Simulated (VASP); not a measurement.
Write the native input for VASP 6.6.1 that does the following.

```
Task                   : single point
Functional             : PBE
Potentials or basis    : VASP PAW PBE potentials, release 64 (Li_sv, Mg, B, N)
Cutoff                 : 520 eV
k mesh                 : 8 × 8 × 8
Occupations            : gaussian, width 0.05 eV
Spin                   : no spin polarisation
Dipole correction      : no
Further INCAR settings : ALGO = Normal; EDIFF = 1e-06; NBANDS = 17
```

The structure of LiMgBN2 lies in POSCAR:

```
LiMgBN2
1.0
   -1.9096560000      1.9096560000      4.7990037600
    1.9096560000     -1.9096560000      4.7990037600
    1.9096560000      1.9096560000     -4.7990037600
Li Mg B N
1 1 1 2
Direct
    0.2500000000      0.7500000000      0.5000000000
    0.7500000000      0.2500000000      0.5000000000
    0.5000000000      0.5000000000      0.0000000000
    0.6512635000      0.6512635000      0.0000000000
    0.3487365000      0.3487365000      0.0000000000
```

This cell differs from its parent crystal: strain +0.000 along x and y, +0.080 along z.

These files were run (other wordings do the same):

INCAR

```
SYSTEM = LiMgBN2
ALGO = Normal
EDIFF = 1E-6
ENCUT = 520
GGA = PE
ISIF = 2
ISMEAR = 0
LASPH = .True.
LCHARG = .False.
LREAL = .False.
LWAVE = .False.
NBANDS = 17
NELM = 80
PREC = Accurate
SIGMA = 0.05
```

KPOINTS

```
k-points
0
Gamma
  8 8 8
  0 0 0
```

Potentials or basis: VASP PAW PBE potentials, release 64 (Li_sv, Mg, B, N).

Command:

```console
$ cat potpaw_PBE.64/Li_sv/POTCAR potpaw_PBE.64/Mg/POTCAR potpaw_PBE.64/B/POTCAR potpaw_PBE.64/N/POTCAR > POTCAR
$ mpirun -np 1 vasp_std > vasp.out
```

Results of the run:

```json
{
 "Largest force": "3.644 eV/Å",
 "Band gap on the k mesh": "2.43 eV, indirect (least direct gap 3.52 eV)"
}
```

Caveat: the cell differs from its parent crystal (strain +0.000 along x and y, +0.080 along z); forces of over 1 eV/Å act on the atoms, so gaps and moduli don't describe the material at rest.

Run time: 93 s on 1 thread of Intel(R) Xeon(R) 6975P-C (Granite Rapids), with other jobs on the host, peak memory 0.29 GiB.
